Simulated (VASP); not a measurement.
Set up this calculation in VASP 6.6.1, as the native input.

- Task: single point
- Functional: PBEsol
- Potentials or basis: VASP PAW PBE potentials, release 64 (Rh_pv)
- Cutoff: 500 eV
- k mesh: 9 × 9 × 5
- Occupations: gaussian, width 0.05 eV
- Spin: no spin polarisation
- Dipole correction: no
- Further INCAR settings: ALGO = Normal; EDIFF = 1e-06; NBANDS = 22

The structure of Rh lies in POSCAR:

```
Rh
1.0
    2.5790946706      0.0000000000      0.0000000000
   -1.2895473353      2.2335615035      0.0000000000
    0.0000000000      0.0000000000      4.1943464514
Rh
2
Direct
    0.6666666667      0.3333333333      0.7500000000
    0.3333333333      0.6666666667      0.2500000000
```

These files were run (other wordings do the same):

INCAR

```
PREC = Accurate
ENCUT = 500
EDIFF = 1E-6
ISMEAR = 0
SIGMA = 0.05
LREAL = False
LASPH = True
NELM = 120
ALGO = Normal
ISIF = 2
LWAVE = False
LCHARG = True
GGA = PS
LELF = True
LVHAR = True
NBANDS = 22
GGA_COMPAT = False
```

KPOINTS

```
regular mesh
0
Gamma
  9 9 5
```

Potentials or basis: VASP PAW PBE potentials, release 64 (Rh_pv).

Command:

```sh
$ cat potpaw_PBE.64/Rh_pv/POTCAR > POTCAR
$ mpirun -np 1 vasp_std > vasp.out
```

Results of the run:

The pressure is 45.0 GPa and the band gap on the k mesh is zero (band 15 reaches 15.20 eV, above the bottom of band 16 at 12.58 eV).

Caveat: the PAW data sets were made with another functional, which shifts forces and pressure a little.

Run time: 11 s on 1 thread of Intel(R) Xeon(R) Platinum 8375C CPU @ 2.90GHz (Ice Lake) (shared host), peak memory 0.14 GiB.
